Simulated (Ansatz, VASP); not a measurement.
## One calculation of HgTe, two programs

```xyz
2
Lattice="-3.1053 3.1053 1.5900 3.1053 -3.1053 1.5900 3.1053 3.1053 -1.5900" Properties=species:S:1:pos:R:3 pbc="T T T"
Hg    0.0000    3.1053    0.7950
Te    0.0000    0.0000    0.0000
```

Change from the starting cell: volume scaled by 1.06.

Alike in both runs: task single point; functional PBE; k mesh 10 × 10 × 10; occupations fermi-dirac, width 0.05 eV; no spin polarisation.

|  | VASP | Ansatz |
| --- | --- | --- |
| version | VASP 6.6.1 | Ansatz 0.2.0 |
| potentials or method | VASP PAW PBE potentials, release 64 (Hg, Te), cutoff 520 eV | all-electron LAPW, scalar-relativistic |

```tsv
	VASP	Ansatz	Ansatz less VASP
gap on the k mesh at the Fermi level (eV)	none	none	-
pressure (GPa)	-2.0	-2.1	-0.04
traceless stress, the component that is largest in VASP (GPa)	2.29	2.30	+0.011
```

A gap of «none» marks a metal or a gap that the smearing closes. Ansatz ran all-electron here, and VASP with PAW potentials.

Spin-orbit coupling is off throughout.
